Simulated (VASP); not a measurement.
Write the native input for VASP 6.6.1 that does the following.

```yaml
Task: single point
Functional: PBE
Potentials_or_basis: VASP PAW PBE potentials, release 64 (Ta_pv, H, Br)
Cutoff: 520 eV
k_mesh: 6 × 6 × 2
Occupations: gaussian, width 0.1 eV
Spin: collinear spin, ferromagnetic start
Starting_moments: "[1.0, 0.0, 0.0, 0.0, 0.0, 0.0] μB"
Dipole_correction: no
Further_INCAR_settings: ALGO = Normal; EDIFF = 1e-06; NBANDS = 27
```

The structure of TaH3Br2 lies in POSCAR:

```
TaH3Br2
1.0
    3.4577954500      0.0000000000      0.0000000000
    0.0000000000      3.4577954500      0.0000000000
    0.0000000000      0.0000000000     10.9491566500
Ta H Br
1 3 2
Direct
    0.0000000000      0.0000000000      0.0000000000
    0.5000000000      0.5000000000      0.1787200000
    0.5000000000      0.5000000000      0.5000000000
    0.5000000000      0.5000000000      0.8212800000
    0.0000000000      0.0000000000      0.3334420000
    0.0000000000      0.0000000000      0.6665580000
```

The input as run:

INCAR

```
  PREC = Accurate
  ENCUT = 520
  EDIFF = 1E-6
  ISMEAR = 0
  SIGMA = 0.1
  LREAL = False
  LASPH = True
  NELM = 150
  ALGO = Normal
  ISIF = 2
  LWAVE = False
  LCHARG = True
  ISPIN = 2
  MAGMOM = 1 0 0 0 0 0
  LORBIT = 11
  LMAXMIX = 4
  GGA = PE
  LELF = True
  LVHAR = True
  NBANDS = 27
```

KPOINTS

```
regular mesh
0
Gamma
  6 6 2
```

Potentials or basis: VASP PAW PBE potentials, release 64 (Ta_pv, H, Br).

Run with:

```bash
$ cat potpaw_PBE.64/Ta_pv/POTCAR potpaw_PBE.64/H/POTCAR potpaw_PBE.64/Br/POTCAR > POTCAR
$ mpirun -np 1 vasp_std > vasp.out
```

Results of the run:

| Item | Value |
| --- | --- |
| Pressure | -13.3 GPa |
| Largest force | 1.384 eV/Å |
| Net moment | -0.41 μB per cell |
| Site moments | Ta +0.16; H -0.02, -0.31; Br +0.06 μB |
| Valence electrons inside the program's atomic spheres | Ta 8.24; H 0.34, 0.35; Br 4.69 |

Caveat: forces of over 1 eV/Å act on the atoms, so gaps and moduli don't describe the material at rest.

It took 3.4 min on 1 thread of Intel(R) Xeon(R) Platinum 8488C (Sapphire Rapids), with other jobs on the host, peak memory 0.36 GiB.
